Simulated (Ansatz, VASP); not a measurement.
Pd: VASP beside Ansatz

```
Pd
1.0
     0.00000    1.97112    1.97112
     1.97112    0.00000    1.97112
     1.97112    1.97112    0.00000
Pd
1
Direct
  0.00000 0.00000 0.00000
```

Alike in both runs: functional PBE; k mesh 18 × 18 × 18; occupations gaussian, width 0.1 eV; no spin polarisation.

Ansatz relaxed the structure, and its values are those at the end. VASP's run is a single point on that final structure, the one shown.

|  | VASP | Ansatz |
| --- | --- | --- |
| version | VASP 6.6.1 | Ansatz 0.2.0 |
| potentials or method | VASP PAW PBE potentials, release 64 (Pd), cutoff 520 eV | scalar-relativistic, plane waves, PAW |
| valence electrons in the cell | 10 | 18 |

VASP gave:

```
gap on the k mesh at the Fermi level (eV) : none
pressure (GPa)                            : -0.2
```

Problem. Which values does Ansatz return?

Solution. gap on the k mesh at the Fermi level (eV): none; pressure (GPa): 0.0.

A gap of «none» marks a metal or a gap that the smearing closes. VASP's potentials hold 10 valence electrons a cell and Ansatz's 18, so a difference there can come from the potentials and not from the codes.
